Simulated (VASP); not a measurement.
# HC12 in VASP: notebook, part 2 of 2

VASP 6.6.1. The steps go on from the part before.

### Step 3. Single point, PBEsol, collinear spin

Input file INCAR:

```
PREC = Accurate ; ENCUT = 520
EDIFF = 1E-6 ; ISMEAR = 0
SIGMA = 0.05 ; LREAL = F
LASPH = T ; NELM = 150
ALGO = Normal ; ISIF = 2
LWAVE = F ; LCHARG = F
ISPIN = 2 ; MAGMOM = 0 0 0 0 0 0 0 0 0 0 0 0 1
LORBIT = 11 ; LDIPOL = T
IDIPOL = 3 ; DIPOL = 0.5 0.5 0.328
GGA = PS ; NBANDS = 40
```

Input file KPOINTS:

```
regular mesh
0
Gamma
  6 7 1
```

Input file POSCAR:

```
HC12
1.0
    4.9173188109      0.0000000000      0.0000000000
    0.6146780514      3.8391258797      0.0000000000
    0.0000000000      0.0000000000     20.2108743161
C H
12 1
Direct
    0.3590054871      0.1281660241      0.1979132588
    0.8590054871      0.1281660241      0.1979132588
    0.1025532572      0.1794433159      0.2316595767
    0.6025532572      0.1794433159      0.2316595767
    0.0897848593      0.2819706941      0.2991343083
    0.5897848593      0.2819706941      0.2991343083
    0.3334002075      0.3331078549      0.3318096857
    0.8334002075      0.3331078549      0.3318096857
    0.3193211503      0.4460785665      0.4022878746
    0.8193211503      0.4460785665      0.4022878746
    0.0634071465      0.4935789343      0.4309993808
    0.5634071465      0.4935789343      0.4309993808
    0.1884071465      0.4935789343      0.4814277997
```

Potentials or basis: VASP PAW PBE potentials, release 64 (C, H).

Started as:

```sh
$ cat potpaw_PBE.64/C/POTCAR potpaw_PBE.64/H/POTCAR > POTCAR
$ mpirun -np 1 vasp_std > vasp.out
```

OUTCAR:

```text
PREC = Accurate
   ENCUT = 520
   EDIFF = 1E-6
   ISMEAR = 0
   LREAL = F
   LASPH = T
   NELM = 150
   ISIF = 2
   ISPIN = 2
   LORBIT = 11
   GGA = PS

 ion  position               nearest neighbor table
   1  0.359  0.128  0.198-   4 1.42   3 1.42
   2  0.859  0.128  0.198-   3 1.42   4 1.42
   3  0.103  0.179  0.232-   2 1.42   5 1.42   1 1.42
   4  0.603  0.179  0.232-   1 1.42   6 1.42   2 1.42
   5  0.090  0.282  0.299-   8 1.41   7 1.41   3 1.42
   6  0.590  0.282  0.299-   7 1.41   8 1.41   4 1.42
   7  0.333  0.333  0.332-   6 1.41   5 1.41   9 1.49
   8  0.833  0.333  0.332-   5 1.41   6 1.41  10 1.49
   9  0.319  0.446  0.402-  11 1.37  12 1.37   7 1.49
  10  0.819  0.446  0.402-  12 1.37  11 1.37   8 1.49
  11  0.063  0.494  0.431-  13 1.19   9 1.37  10 1.37
  12  0.563  0.494  0.431-  10 1.37   9 1.37
  13  0.188  0.494  0.481-  11 1.19

  LATTYP: Found a simple monoclinic cell.
 ALAT       =     3.8880221999
[... 1989 lines left out ...]

  FREE ENERGIE OF THE ION-ELECTRON SYSTEM (eV)
  ---------------------------------------------------
  free  energy   TOTEN  =      -107.7353565947 eV

  energy  without entropy=     -107.7244312259  energy(sigma->0) =     -107.72989391

 vacuum level on the upper side and lower side of the slab         2.116         3.531

 total charge

# of ion       s       p       d       tot
------------------------------------------
    1        0.890   1.524   0.000   2.414
    2        0.897   1.541   0.000   2.438
    3        0.864   1.773   0.000   2.636
    4        0.862   1.776   0.000   2.638
    5        0.870   1.783   0.000   2.653
    6        0.867   1.790   0.000   2.657
    7        0.864   1.755   0.000   2.619
    8        0.859   1.756   0.000   2.615
    9        0.876   1.791   0.000   2.667
   10        0.861   1.789   0.000   2.650
   11        0.862   1.769   0.000   2.631
   12        0.887   1.646   0.000   2.533
   13        0.542   0.037   0.000   0.579
--------------------------------------------------
tot         11.001  20.729   0.000  31.730

 magnetization (x)

# of ion       s       p       d       tot
------------------------------------------
    1       -0.078  -0.398   0.000  -0.476
    2       -0.000  -0.005   0.000  -0.006
    3       -0.003   0.011   0.000   0.008
    4       -0.003   0.005   0.000   0.002
    5       -0.006  -0.026   0.000  -0.032
    6       -0.007  -0.042   0.000  -0.048
    7        0.007   0.071   0.000   0.078
    8        0.006   0.052   0.000   0.058
    9       -0.001  -0.018   0.000  -0.019
   10       -0.002  -0.027   0.000  -0.029
   11        0.014   0.116   0.000   0.130
   12        0.054   0.446   0.000   0.500
   13       -0.003   0.002   0.000  -0.002
--------------------------------------------------
tot         -0.021   0.187   0.000   0.167
```

OSZICAR:

```text
N       E                     dE             d eps       ncg     rms          rms(c)
DAV:   1     0.357776520268E+03    0.35778E+03   -0.19202E+04  3528   0.961E+02
DAV:   2    -0.594973015696E+02   -0.41727E+03   -0.39192E+03  5120   0.234E+02
DAV:   3    -0.111999625846E+03   -0.52502E+02   -0.51475E+02  4392   0.856E+01
[... 27 lines left out ...]
DAV:  31    -0.107735346836E+03   -0.17945E-04   -0.19892E-06  3456   0.444E-03    0.269E-03
DAV:  32    -0.107735348015E+03   -0.11781E-05   -0.30709E-07  3304   0.252E-03    0.203E-03
DAV:  33    -0.107735352070E+03   -0.40559E-05   -0.24417E-07  3160   0.172E-03    0.101E-03
DAV:  34    -0.107735356275E+03   -0.42049E-05   -0.21640E-07  3192   0.137E-03    0.333E-03
DAV:  35    -0.107735356595E+03   -0.31951E-06   -0.65467E-08  3184   0.985E-04
   1 F= -.10773536E+03 E0= -.10772989E+03  d E =-.109254E-01  mag=     0.3551
```

stdout:

```text
POSCAR found type information on POSCAR C H
 POSCAR found :  2 types and      13 ions
 scaLAPACK will be used
 -----------------------------------------------------------------------------
|                                                                             |
|                                                                             |
|     You enforced a specific xc type in the INCAR file but a different       |
|     I HOPE YOU KNOW WHAT YOU ARE DOING!                                     |
|                                                                             |
 -----------------------------------------------------------------------------

 LDA part: xc-table for (Slater+PW92), standard interpolation
 POSCAR, INCAR and KPOINTS ok, starting setup
 FFT: planning ... GRIDC
 FFT: planning ... GRID_SOFT
 FFT: planning ... GRID
 WAVECAR not read
 entering main loop
```

Run time: 29 min. Hardware: 1 thread of Oxide Virtual Turin-like, shared host; peak memory 0.78 GiB.

What came out:

```
Free energy                                           : -107.7354 eV
Largest force                                         : 4.975 eV/Å
Net moment                                            : 0.36 μB per cell
Site moments                                          : C -0.48, -0.01, +0.01, +0.00, -0.03, -0.05, +0.08, +0.06, -0.02, +0.13, +0.50 (each value once); H -0.00 μB
Valence electrons inside the program's atomic spheres : C 2.41, 2.44, 2.64, 2.65, 2.66, 2.62, 2.67, 2.63, 2.53 (each value once); H 0.58
```

Forces on the atoms (eV/Å):
```
C    0.012  0.699  2.466
C    0.017  0.167  0.776
C   -0.326 -0.878 -3.058
C    0.342 -0.810 -2.834
C    0.300  0.314  1.150
C   -0.355  0.250  0.792
C    0.571  0.392  0.795
C   -0.068  0.412  0.874
C    0.246 -0.715 -4.126
C   -0.420 -0.348 -1.045
C    3.220 -0.128  3.790
C    0.031 -0.082  0.386
H   -3.569  0.728  0.033
```

Levels at points of the mesh, in eV from the Fermi level:
Spin up:
| k point | band 21 | band 22 | band 23 | band 24 | band 25 | band 26 | band 27 | band 28 | band 29 | band 30 |
| --- | --- | --- | --- | --- | --- | --- | --- | --- | --- | --- |
| (0.00, 0.00, 0.00) | -2.11 | -1.88 | -1.59 | -0.15 | -0.01 | 0.48 | 1.05 | 2.19 | 2.78 | 3.60 |
| (0.50, 0.00, 0.00) | -3.21 | -1.82 | -1.77 | -1.48 | -0.09 | 0.52 | 2.78 | 2.83 | 4.95 | 5.39 |
Spin down:
| k point | band 22 | band 23 | band 24 | band 25 | band 26 | band 27 |
| --- | --- | --- | --- | --- | --- | --- |
| (0.00, 0.00, 0.00) | -1.88 | -1.81 | -0.26 | 0.41 | 0.63 | 0.85 |
| (0.50, 0.00, 0.00) | -1.86 | -1.79 | -1.58 | -0.08 | 0.41 | 2.74 |

Caveat: the PAW data sets were made with another functional, which shifts forces and pressure a little.
